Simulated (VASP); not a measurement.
Write the native input for VASP 6.6.1 that does the following.

```
Task                   : single point
Functional             : r2SCAN
Potentials or basis    : VASP PAW PBE potentials, release 64 (Mo_sv)
Cutoff                 : 520 eV
k mesh                 : 20 × 20 × 20
Occupations            : gaussian, width 0.15 eV
Spin                   : no spin polarisation
Dipole correction      : no
Further INCAR settings : ALGO = Normal; EDIFF = 1e-07; NBANDS = 13
```

Mo:

```
Mo
1.0
     0.00000    2.01500    2.11575
     2.01500    0.00000    2.11575
     2.01500    2.01500    0.00000
Mo
1
Direct
  0.00000 0.00000 0.00000
```

This cell differs from its parent crystal: strain +0.000 along x and y, +0.050 along z.

The input as run:

POSCAR

```
Mo
1.0
    0.0000000000      2.0150000000      2.1157500000
    2.0150000000      0.0000000000      2.1157500000
    2.0150000000      2.0150000000      0.0000000000
Mo
1
Direct
    0.0000000000      0.0000000000      0.0000000000
```

INCAR.step1

```
SYSTEM = Mo
  PREC = Accurate
  ENCUT = 520
  ISMEAR = 0
  SIGMA = 0.15
  LREAL = .FALSE.
  LASPH = .TRUE.
  NELM = 60
  NBANDS = 13
  GGA = PE
  ALGO = Normal
  EDIFF = 1E-4
  LWAVE = .TRUE.
  LCHARG = .FALSE.
```

INCAR.step2

```
SYSTEM = Mo
  PREC = Accurate
  ENCUT = 520
  EDIFF = 1E-7
  ISMEAR = 0
  SIGMA = 0.15
  LREAL = .FALSE.
  LASPH = .TRUE.
  NELM = 60
  ALGO = Normal
  ISIF = 2
  LWAVE = .FALSE.
  LCHARG = .TRUE.
  METAGGA = R2SCAN
  LMIXTAU = .TRUE.
  LELF = .TRUE.
  LVHAR = .TRUE.
  NBANDS = 13
  ISTART = 1
```

KPOINTS

```
regular mesh
0
G
  20 20 20
  0 0 0
```

Potentials or basis: VASP PAW PBE potentials, release 64 (Mo_sv).

Command:

```console
$ cat potpaw_PBE.64/Mo_sv/POTCAR > POTCAR
$ cp INCAR.step1 INCAR
$ mpirun -np 1 vasp_std > vasp.out
$ cp INCAR.step2 INCAR
$ mpirun -np 1 vasp_std > vasp.out
```

It gave:

```yaml
Pressure: -16.3 GPa
Band_gap_on_the_k_mesh: zero (band 7 reaches 14.50 eV, above the bottom of band 8 at 10.26 eV)
```

Caveat: the cell differs from its parent crystal (strain +0.000 along x and y, +0.050 along z); the PAW data sets were made with another functional, which shifts forces and pressure a little.

It took 4.3 min on 1 thread of Intel(R) Xeon(R) Platinum 8488C (Sapphire Rapids), on a shared host, peak memory 0.26 GiB.
